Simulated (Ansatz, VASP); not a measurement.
Al: VASP beside Ansatz

```xyz
4
Lattice="2.7452 0.0000 0.0000 -1.3726 2.3774 0.0000 0.0000 0.0000 9.5679" Properties=species:S:1:pos:R:3 pbc="T T T"
Al    0.0000    0.0000    0.0000
Al    0.0000    1.5850    2.3920
Al    0.0000    0.0000    4.7839
Al    1.3726    0.7925    7.1759
```

Alike in both runs: task single point; functional PBEsol; dispersion D3(BJ); k mesh 18 × 18 × 6; occupations gaussian, width 0.15 eV; no spin polarisation.

|  | VASP | Ansatz |
| --- | --- | --- |
| version | VASP 6.6.1 | Ansatz 0.2.0 |
| potentials or method | VASP PAW PBE potentials, release 64 (Al), cutoff 520 eV | scalar-relativistic, plane waves, PAW |
| valence electrons in the cell | 12 | 12 |

Ansatz gave:

- gap on the k mesh at the Fermi level (eV): none
- pressure (GPa): 0.5
- traceless stress, the component that is largest in VASP (GPa): -3.64

Estimate VASP's values.

gap on the k mesh at the Fermi level (eV): none; pressure (GPa): 0.6; traceless stress, the component that is largest in VASP (GPa): -3.67.

VASP's potentials were made for PBE, not for PBEsol, and Ansatz warns of the same on its side. A gap of «none» marks a metal or a gap that the smearing closes.
